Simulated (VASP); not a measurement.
# NaI (Fm-3m) in VASP: a series of runs, part 2 of 2

VASP 6.6.1.

### 3 Single point, PBE

This run uses another cell than the first one, of 34.78 Å³/atom.

File INCAR:

```
SYSTEM = NaI
PREC = Accurate ; ENCUT = 520
EDIFF = 1E-6 ; ISMEAR = 0
SIGMA = 0.01 ; LREAL = .FALSE.
LASPH = .TRUE. ; NELM = 60
ALGO = Normal ; ISIF = 2
LWAVE = .FALSE. ; LCHARG = .TRUE.
GGA = PE ; LELF = .TRUE.
LVHAR = .TRUE. ; NBANDS = 14
```

File KPOINTS:

```
Automatic mesh
0
G
  6 6 6
  0 0 0
```

File POSCAR:

```
NaI
1.0
    0.0000000000      3.2640966699      3.2640966699
    3.2640966699      0.0000000000      3.2640966699
    3.2640966699      3.2640966699      0.0000000000
Na I
1 1
Direct
    0.0000000000      0.0000000000      0.0000000000
    0.5000000000      0.5000000000      0.5000000000
```

Potentials or basis: VASP PAW PBE potentials, release 64 (Na_pv, I).

Run with:

```sh
$ cat potpaw_PBE.64/Na_pv/POTCAR potpaw_PBE.64/I/POTCAR > POTCAR
$ mpirun -np 1 vasp_std > vasp.out
```

OUTCAR:

```text
SYSTEM = NaI
   PREC = Accurate
   ENCUT = 520
   EDIFF = 1E-6
   ISMEAR = 0
   LREAL = .FALSE.
   LASPH = .TRUE.
   NELM = 60
   ISIF = 2
   GGA = PE

 ion  position               nearest neighbor table
   1  0.000  0.000  0.000-
   2  0.500  0.500  0.500-

  LATTYP: Found a face centered cubic cell.
 ALAT       =     6.5281933398

  Lattice vectors:

 A1 = (   0.0000000000,   3.2640966699,   3.2640966699)
 A2 = (   3.2640966699,   0.0000000000,   3.2640966699)
 A3 = (   3.2640966699,   3.2640966699,   0.0000000000)

Analysis of symmetry for initial positions (statically):
=====================================================================
 Subroutine PRICEL returns:
 Original cell was already a primitive cell.

 Routine SETGRP: Setting up the symmetry group for a
 face centered cubic supercell.

 Subroutine GETGRP returns: Found 48 space group operations
 (whereof 48 operations were pure point group operations)
 out of a pool of 48 trial point group operations.

The static configuration has the point symmetry O_h .

Analysis of symmetry for dynamics (positions and initial velocities):
=====================================================================
 Subroutine PRICEL returns:
 Original cell was already a primitive cell.

 Routine SETGRP: Setting up the symmetry group for a
 face centered cubic supercell.

 Subroutine GETGRP returns: Found 48 space group operations
 (whereof 48 operations were pure point group operations)
 out of a pool of 48 trial point group operations.

The dynamic configuration has the point symmetry O_h .

 Subroutine INISYM returns: Found 48 space group operations
 (whereof 48 operations are pure point group operations),
 and found     1 'primitive' translations

----------------------------------------------------------------------------------------

                                     Primitive cell

  volume of cell :      69.5535
[... 108 lines left out ...]
   IVDW    =     0    specifies the selected vdW correction
   LEPSILON=     F    determine dielectric tensor
   LRPA    =     F    only Hartree local field effects (RPA)
 non-spin polarized calculation
 Gauss-broadening in eV      SIGMA  =   0.01
  energy-cutoff  :      520.00
  volume of cell :       69.55
 maximum number of plane-waves:      1895
 NGX is ok and might be reduce to    36
   NGX = 17   NGY = 17   NGZ = 17

 number of electron      13.9999993 magnetization

 Free energy of the ion-electron system (eV)
  ---------------------------------------------------
  ext. energy  EPLUGINS =         0.00000000
  ---------------------------------------------------
  free energy    TOTEN  =        -5.38743399 eV

  energy without entropy =       -5.38743399  energy(sigma->0) =       -5.38743399

 E-fermi :   0.7457     XC(G=0):  -7.6023

 val. band max:        0.6320188676   @ k =   0.0000   0.0000   0.0000
 cond. band min:       4.2059684955   @ k =   0.0000   0.0000   0.0000
 fundamental gap:      3.5739496278
 Fermi energy:         0.7456918782

 k-point     1 :       0.0000    0.0000    0.0000
  band No.  band energies     occupation
      1     -21.8394      2.00000
      2     -21.8394      2.00000
      3     -21.8394      2.00000
      4     -10.3217      2.00000
      5       0.6320      2.00000
      6       0.6320      2.00000
      7       0.6320      2.00000
      8       4.2060      0.00000
      9       8.5602      0.00000
     10       8.5602      0.00000
     11       8.5602      0.00000
     12      10.3370      0.00000
     13      10.3370      0.00000
     14      11.0472      0.00000
[... 241 lines left out ...]
      1     -21.8424      2.00000
      2     -21.8414      2.00000
      3     -21.8410      2.00000
      4      -9.9541      2.00000
      5      -0.9623      2.00000
      6      -0.4205      2.00000
      7      -0.2141      2.00000
      8       5.9421      0.00000
      9       7.1383      0.00000
     10       9.1137      0.00000
     11       9.1738      0.00000
     12      12.0908      0.00000
     13      12.9551      0.00000
     14      13.1126      0.00000

------------------------ aborting loop because EDIFF is reached ----------------------------------------

  FORCE on cell =-STRESS in cart. coord.  units (eV):
  Direction    XX          YY          ZZ          XY          YZ          ZX
  --------------------------------------------------------------------------------------
  -------------------------------------------------------------------------------------
  Total        0.0135274      0.0135274      0.0135274     -0.0000000      0.0000000     -0.0000000
  in kB        0.3116062      0.3116062      0.3116062     -0.0000000      0.0000000     -0.0000000
  external PRESSURE =       0.3116062 kB  Pullay stress =       0.0000000 kB

 VOLUME and BASIS-vectors are now :
 -----------------------------------------------------------------------------
  energy-cutoff  :      520.00
  volume of cell :       69.55
      direct lattice vectors                 reciprocal lattice vectors
     0.000000000  3.264096670  3.264096670    -0.153181738  0.153181738  0.153181738
     3.264096670  0.000000000  3.264096670     0.153181738 -0.153181738  0.153181738
     3.264096670  3.264096670  0.000000000     0.153181738  0.153181738 -0.153181738

 POSITION                                       TOTAL-FORCE (eV/Angst)
 -----------------------------------------------------------------------------------
      0.00000      0.00000      0.00000        -0.000000     -0.000000      0.000000
      3.26410      3.26410      3.26410         0.000000      0.000000     -0.000000
 -----------------------------------------------------------------------------------
    total drift:                                0.000000      0.000000      0.000000

  FREE ENERGIE OF THE ION-ELECTRON SYSTEM (eV)
  ---------------------------------------------------
  free  energy   TOTEN  =        -5.3874339894 eV

  energy  without entropy=       -5.3874339894  energy(sigma->0) =       -5.38743399
```

OSZICAR:

```text
N       E                     dE             d eps       ncg     rms          rms(c)
DAV:   1     0.857793213024E+02    0.85779E+02   -0.65539E+03   448   0.874E+02
DAV:   2     0.152231021938E+01   -0.84257E+02   -0.77810E+02   484   0.224E+02
DAV:   3    -0.528632702947E+01   -0.68086E+01   -0.67561E+01   598   0.607E+01
DAV:   4    -0.545360924196E+01   -0.16728E+00   -0.16724E+00   534   0.993E+00
DAV:   5    -0.545884996947E+01   -0.52407E-02   -0.52407E-02   606   0.176E+00    0.160E+00
DAV:   6    -0.539444989165E+01    0.64400E-01   -0.75146E-02   544   0.157E+00    0.108E+00
DAV:   7    -0.538526104996E+01    0.91888E-02   -0.67899E-02   580   0.132E+00    0.614E-01
DAV:   8    -0.538745969907E+01   -0.21986E-02   -0.56033E-03   526   0.585E-01    0.175E-01
DAV:   9    -0.538741880222E+01    0.40897E-04   -0.20267E-04   556   0.123E-01    0.438E-02
DAV:  10    -0.538743311441E+01   -0.14312E-04   -0.39610E-05   526   0.617E-02    0.114E-02
DAV:  11    -0.538743398937E+01   -0.87496E-06   -0.43325E-06   604   0.199E-02
   1 F= -.53874340E+01 E0= -.53874340E+01  d E =-.597410E-60
```

Run time: 13 s. Hardware: 1 thread of Intel Xeon Platinum 8488C (Sapphire Rapids), shared host; peak memory 0.2 GiB.

What came out:

```yaml
Free_energy: -5.3874 eV
Pressure: 0.0 GPa
Band_gap_on_the_k_mesh: 3.57 eV
```

Caveat: spin-orbit coupling is left out, which moves the levels of the heavy elements. Expect the measured gap to be larger: semilocal functionals such as PBE lack the derivative discontinuity.

### 4 Single point, PBE (33.73 Å³/atom)

This run uses another cell than the first one, of 33.73 Å³/atom.

File INCAR:

```
ALGO = Normal
EDIFF = 1E-6
ENCUT = 520
GGA = PE
ISIF = 2
ISMEAR = 0
LASPH = True
LCHARG = False
LREAL = False
LWAVE = False
NBANDS = 14
NELM = 80
PREC = Accurate
SIGMA = 0.01
```

File KPOINTS:

```
k-points
0
Gamma
  6 6 6
```

File POSCAR:

```
NaI
1.0
    0.0000000000      3.2311237421      3.2311237421
    3.2311237421      0.0000000000      3.2311237421
    3.2311237421      3.2311237421      0.0000000000
Na I
1 1
Direct
    0.0000000000      0.0000000000      0.0000000000
    0.5000000000      0.5000000000      0.5000000000
```

Run with:

```sh
$ cat potpaw_PBE.64/Na_pv/POTCAR potpaw_PBE.64/I/POTCAR > POTCAR
$ mpirun -np 1 vasp_std > vasp.out
```

Wall time 12 s (1 thread of Intel Xeon Platinum 8488C (Sapphire Rapids), shared host); peak memory 0.2 GiB.

It converged, with:

| Quantity | Value |
| --- | --- |
| Free energy | -5.3839 eV |
| Pressure | 0.5 GPa |
| Band gap on the k mesh | 3.65 eV |

Levels at points of the mesh, in eV from the valence-band top:
```tsv
k point	band 4	band 5	band 6	band 7	band 8	band 9	band 10	band 11
(0.00, 0.00, 0.00)	-11.03	0.00	0.00	0.00	3.65	7.93	7.93	7.93
(0.50, 0.00, 0.00)	-10.71	-2.20	-0.28	-0.28	5.09	7.45	7.45	8.77
(0.50, 0.50, 0.00)	-10.63	-1.92	-0.75	-0.75	4.50	5.55	9.90	11.33
```

Caveat: spin-orbit coupling is left out, which moves the levels of the heavy elements. Expect the measured gap to be larger: semilocal functionals such as PBE lack the derivative discontinuity.

### 5 Single point, PBE (35.82 Å³/atom)

This run uses another cell than the first one, of 35.82 Å³/atom.

File INCAR:

```
  PREC = Accurate
  ENCUT = 520
  EDIFF = 1E-6
  ISMEAR = 0
  SIGMA = 0.01
  LREAL = False
  LASPH = True
  NELM = 60
  ALGO = Normal
  ISIF = 2
  LWAVE = False
  LCHARG = False
  GGA = PE
  NBANDS = 14
```

File KPOINTS:

```
regular mesh
0
Gamma
  6 6 6
```

File POSCAR:

```
NaI
1.0
    0.0000000000      3.2964165606      3.2964165606
    3.2964165606      0.0000000000      3.2964165606
    3.2964165606      3.2964165606      0.0000000000
Na I
1 1
Direct
    0.0000000000      0.0000000000      0.0000000000
    0.5000000000      0.5000000000      0.5000000000
```

Potentials or basis: VASP PAW PBE potentials, release 64 (Na_pv, I).

Run with:

```sh
$ cat potpaw_PBE.64/Na_pv/POTCAR potpaw_PBE.64/I/POTCAR > POTCAR
$ mpirun -np 1 vasp_std > vasp.out
```

OUTCAR:

```text
PREC = Accurate
   ENCUT = 520
   EDIFF = 1E-6
   ISMEAR = 0
   LREAL = False
   LASPH = True
   NELM = 60
   ISIF = 2
   GGA = PE

 ion  position               nearest neighbor table
   1  0.000  0.000  0.000-
   2  0.500  0.500  0.500-

  LATTYP: Found a face centered cubic cell.
 ALAT       =     6.5928331212

  Lattice vectors:

 A1 = (   0.0000000000,   3.2964165606,   3.2964165606)
 A2 = (   3.2964165606,   0.0000000000,   3.2964165606)
 A3 = (   3.2964165606,   3.2964165606,   0.0000000000)

Analysis of symmetry for initial positions (statically):
=====================================================================
 Subroutine PRICEL returns:
 Original cell was already a primitive cell.

 Routine SETGRP: Setting up the symmetry group for a
 face centered cubic supercell.

 Subroutine GETGRP returns: Found 48 space group operations
 (whereof 48 operations were pure point group operations)
 out of a pool of 48 trial point group operations.

The static configuration has the point symmetry O_h .

Analysis of symmetry for dynamics (positions and initial velocities):
=====================================================================
 Subroutine PRICEL returns:
 Original cell was already a primitive cell.

 Routine SETGRP: Setting up the symmetry group for a
 face centered cubic supercell.

 Subroutine GETGRP returns: Found 48 space group operations
 (whereof 48 operations were pure point group operations)
 out of a pool of 48 trial point group operations.

The dynamic configuration has the point symmetry O_h .

 Subroutine INISYM returns: Found 48 space group operations
 (whereof 48 operations are pure point group operations),
 and found     1 'primitive' translations

----------------------------------------------------------------------------------------

[... 110 lines left out ...]
   AEXX    =    0.0000 exact exchange contribution
   IVDW    =     0    specifies the selected vdW correction
   LEPSILON=     F    determine dielectric tensor
   LRPA    =     F    only Hartree local field effects (RPA)
 non-spin polarized calculation
 Gauss-broadening in eV      SIGMA  =   0.01
  energy-cutoff  :      520.00
  volume of cell :       71.64
 maximum number of plane-waves:      1964
 NGX is ok and might be reduce to    36
   NGX = 17   NGY = 17   NGZ = 17

 number of electron      14.0000003 magnetization

 Free energy of the ion-electron system (eV)
  ---------------------------------------------------
  ext. energy  EPLUGINS =         0.00000000
  ---------------------------------------------------
  free energy    TOTEN  =        -5.38496466 eV

  energy without entropy =       -5.38496466  energy(sigma->0) =       -5.38496466

 E-fermi :   0.5663     XC(G=0):  -7.4848

 val. band max:        0.4378168034   @ k =   0.0000   0.0000   0.0000
 cond. band min:       3.9386265418   @ k =   0.0000   0.0000   0.0000
 fundamental gap:      3.5008097384
 Fermi energy:         0.5662676779

 k-point     1 :       0.0000    0.0000    0.0000
  band No.  band energies     occupation
      1     -22.0741      2.00000
      2     -22.0741      2.00000
      3     -22.0741      2.00000
      4     -10.4462      2.00000
      5       0.4378      2.00000
      6       0.4378      2.00000
      7       0.4378      2.00000
      8       3.9386      0.00000
      9       8.3619      0.00000
     10       8.3619      0.00000
     11       8.3619      0.00000
     12      10.0920      0.00000
     13      10.0920      0.00000
     14      10.8277      0.00000
[... 241 lines left out ...]
      1     -22.0767      2.00000
      2     -22.0758      2.00000
      3     -22.0755      2.00000
      4     -10.1104      2.00000
      5      -1.0752      2.00000
      6      -0.5586      2.00000
      7      -0.3633      2.00000
      8       5.6950      0.00000
      9       6.9498      0.00000
     10       8.8240      0.00000
     11       8.8852      0.00000
     12      11.7242      0.00000
     13      12.6116      0.00000
     14      12.7505      0.00000

------------------------ aborting loop because EDIFF is reached ----------------------------------------

  FORCE on cell =-STRESS in cart. coord.  units (eV):
  Direction    XX          YY          ZZ          XY          YZ          ZX
  --------------------------------------------------------------------------------------
  -------------------------------------------------------------------------------------
  Total       -0.1802374     -0.1802374     -0.1802374      0.0000000     -0.0000000      0.0000000
  in kB       -4.0308747     -4.0308747     -4.0308747      0.0000000     -0.0000000      0.0000000
  external PRESSURE =      -4.0308747 kB  Pullay stress =       0.0000000 kB

 VOLUME and BASIS-vectors are now :
 -----------------------------------------------------------------------------
  energy-cutoff  :      520.00
  volume of cell :       71.64
      direct lattice vectors                 reciprocal lattice vectors
     0.000000000  3.296416561  3.296416561    -0.151679859  0.151679859  0.151679859
     3.296416561  0.000000000  3.296416561     0.151679859 -0.151679859  0.151679859
     3.296416561  3.296416561  0.000000000     0.151679859  0.151679859 -0.151679859

 POSITION                                       TOTAL-FORCE (eV/Angst)
 -----------------------------------------------------------------------------------
      0.00000      0.00000      0.00000        -0.000000      0.000000      0.000000
      3.29642      3.29642      3.29642         0.000000     -0.000000     -0.000000
 -----------------------------------------------------------------------------------
    total drift:                                0.000000      0.000000      0.000000

  FREE ENERGIE OF THE ION-ELECTRON SYSTEM (eV)
  ---------------------------------------------------
  free  energy   TOTEN  =        -5.3849646594 eV

  energy  without entropy=       -5.3849646594  energy(sigma->0) =       -5.38496466
```

OSZICAR:

```text
N       E                     dE             d eps       ncg     rms          rms(c)
DAV:   1     0.796937521806E+02    0.79694E+02   -0.65022E+03   448   0.879E+02
DAV:   2     0.125471409320E+01   -0.78439E+02   -0.72686E+02   478   0.215E+02
DAV:   3    -0.529224368331E+01   -0.65470E+01   -0.65010E+01   586   0.587E+01
DAV:   4    -0.545721637242E+01   -0.16497E+00   -0.16493E+00   558   0.971E+00
DAV:   5    -0.546141842745E+01   -0.42021E-02   -0.42020E-02   582   0.150E+00    0.158E+00
DAV:   6    -0.539260100928E+01    0.68817E-01   -0.80802E-02   562   0.160E+00    0.107E+00
DAV:   7    -0.538263936965E+01    0.99616E-02   -0.71167E-02   556   0.133E+00    0.618E-01
DAV:   8    -0.538499231675E+01   -0.23529E-02   -0.60161E-03   532   0.598E-01    0.180E-01
DAV:   9    -0.538494732795E+01    0.44989E-04   -0.20801E-04   544   0.122E-01    0.468E-02
DAV:  10    -0.538496314238E+01   -0.15814E-04   -0.41199E-05   526   0.611E-02    0.101E-02
DAV:  11    -0.538496425105E+01   -0.11087E-05   -0.40299E-06   592   0.183E-02    0.199E-03
DAV:  12    -0.538496465943E+01   -0.40838E-06   -0.54298E-07   478   0.549E-03
   1 F= -.53849647E+01 E0= -.53849647E+01  d E =-.172522E-75
```

stdout:

```text
POSCAR found type information on POSCAR NaI
 POSCAR found :  2 types and       2 ions
 scaLAPACK will be used
 LDA part: xc-table for (Slater+PW92), standard interpolation
 POSCAR, INCAR and KPOINTS ok, starting setup
 FFT: planning ... GRIDC
 FFT: planning ... GRID_SOFT
 FFT: planning ... GRID
 WAVECAR not read
 entering main loop
```

Run time: 13 s. Hardware: 1 thread of Intel Xeon Platinum 8488C (Sapphire Rapids), shared host; peak memory 0.21 GiB.

What came out:

```yaml
Free_energy: -5.3850 eV
Pressure: -0.4 GPa
Band_gap_on_the_k_mesh: 3.50 eV
```

Caveat: spin-orbit coupling is left out, which moves the levels of the heavy elements.

### 6 Single point, PBE (36.86 Å³/atom)

This run uses another cell than the first one, of 36.86 Å³/atom.

File INCAR:

```
SYSTEM = NaI
  PREC = Accurate
  ENCUT = 520
  EDIFF = 1E-6
  ISMEAR = 0
  SIGMA = 0.01
  LREAL = .False.
  LASPH = .True.
  NELM = 60
  ALGO = Normal
  ISIF = 2
  LWAVE = .False.
  LCHARG = .True.
  GGA = PE
  LELF = .True.
  LVHAR = .True.
  NBANDS = 14
```

File KPOINTS:

```
Automatic mesh
0
Gamma
  6 6 6
  0 0 0
```

File POSCAR:

```
NaI
1.0
    0.0000000000      3.3281148182      3.3281148182
    3.3281148182      0.0000000000      3.3281148182
    3.3281148182      3.3281148182      0.0000000000
Na I
1 1
Direct
    0.0000000000      0.0000000000      0.0000000000
    0.5000000000      0.5000000000      0.5000000000
```

Potentials or basis: VASP PAW PBE potentials, release 64 (Na_pv, I).

Run with:

```sh
$ cat potpaw_PBE.64/Na_pv/POTCAR potpaw_PBE.64/I/POTCAR > POTCAR
$ mpirun -np 1 vasp_std > vasp.out
```

Wall time 17 s (1 thread of Intel Xeon Platinum 8488C (Sapphire Rapids), shared host); peak memory 0.2 GiB.

The run converged. Its results:

* Free energy: -5.3775 eV
* Pressure: -0.8 GPa
* Band gap on the k mesh: 3.43 eV

Levels at points of the mesh, in eV from the valence-band top:
```csv
k point,band 5,band 6,band 7,band 8,band 9,band 10
"(0.00, 0.00, 0.00)",0.00,0.00,0.00,3.43,7.92,7.92
"(0.50, 0.00, 0.00)",-1.90,-0.23,-0.23,5.06,7.36,7.36
"(0.50, 0.50, 0.00)",-1.64,-0.64,-0.64,4.42,5.69,9.35
```

Caveat: spin-orbit coupling is left out, which moves the levels of the heavy elements. PBE gaps usually lie below the measured ones, often by a third to a half.

### 7 The runs side by side

```tsv
cell	gap on the mesh (eV)	pressure (GPa)
a = 4.522 Å, angles 60.0°, 2 atoms	3.74	1.1
a = 4.616 Å, angles 60.0°, 2 atoms	3.57	0.0
a = 4.569 Å, angles 60.0°, 2 atoms	3.65	0.5
a = 4.662 Å, angles 60.0°, 2 atoms	3.50	-0.4
a = 4.707 Å, angles 60.0°, 2 atoms	3.43	-0.8
```

Alike in all rows: task single point; level PBE; potentials or basis VASP PAW PBE potentials, release 64 (Na_pv, I); no spin polarisation; k mesh 6 × 6 × 6; cutoff (eV) 520; smearing gaussian 0.01 eV.

Caveats: spin-orbit coupling is left out, which moves the levels of the heavy elements.

Total energies depend on the potentials used, so only differences within one code and one set of settings carry meaning.
